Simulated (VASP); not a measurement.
Runs of VASP 6.6.1 on CdSe (Cadmoselite). The structure is that of space group P6_3mc (No. 186), or close to it. The cells are those of the table. 

```tsv
task	level	potentials or basis	cell	k mesh	cutoff (eV)	smearing	gap on the mesh (eV)	pressure (GPa)
single point	r2SCAN	VASP PAW PBE potentials, release 64 (Cd, Se)	a = 4.341, b = 4.341, c = 7.077 Å, angles 90.0, 90.0, 120.0°, 4 atoms	12 × 12 × 4	520	gaussian 0.01 eV	1.09	0.2
relaxation of cell and atoms	PBEsol	VASP PAW PBE potentials, release 64 (Cd, Se)	relaxed from a = 4.383, b = 4.383, c = 7.154 Å, angles 90.0, 90.0, 120.0°, 4 atoms	6 × 6 × 4	600	fermi-dirac 0.02 eV	0.53	0.0
single point	PBEsol	VASP PAW PBE potentials, release 64 (Cd, Se)	a = 4.303, b = 4.303, c = 7.019 Å, angles 90.0, 90.0, 120.0°, 4 atoms	6 × 6 × 4	520	fermi-dirac 0.02 eV	0.54	(b)
single point	PBE	VASP PAW PBE potentials, release 64 (Cd, Se)	a = 4.383, b = 4.383, c = 7.154 Å, angles 90.0, 90.0, 120.0°, 4 atoms	6 × 6 × 4	520	fermi-dirac 0.02 eV	0.54	0.2
single point	r2SCAN	VASP PAW PBE potentials, release 64 (Cd, Se)	a = 4.341, b = 4.341, c = 7.077 Å, angles 90.0, 90.0, 120.0°, 4 atoms	6 × 6 × 4	520	fermi-dirac 0.02 eV	1.09	0.2
single point	LDA	VASP PAW LDA potentials, release 64 (Cd, Se)	a = 4.341, b = 4.341, c = 7.077 Å, angles 90.0, 90.0, 120.0°, 4 atoms	12 × 12 × 4	520	gaussian 0.01 eV	0.36	-2.7
single point	PBE	VASP PAW PBE potentials, release 64 (Cd, Se)	a = 4.341, b = 4.341, c = 7.077 Å, angles 90.0, 90.0, 120.0°, 4 atoms	12 × 12 × 4	520	fermi-dirac 0.02 eV	0.61	(a)
```

Alike in all rows: no spin polarisation.

Fill in the values left out.

(a) 1.7; (b) 0.3.

Caveats: the PAW data sets were made with another functional, which shifts forces and pressure a little (some runs).

A k mesh can miss the band edges, and the runs leave out spin-orbit coupling on Cd, Se.
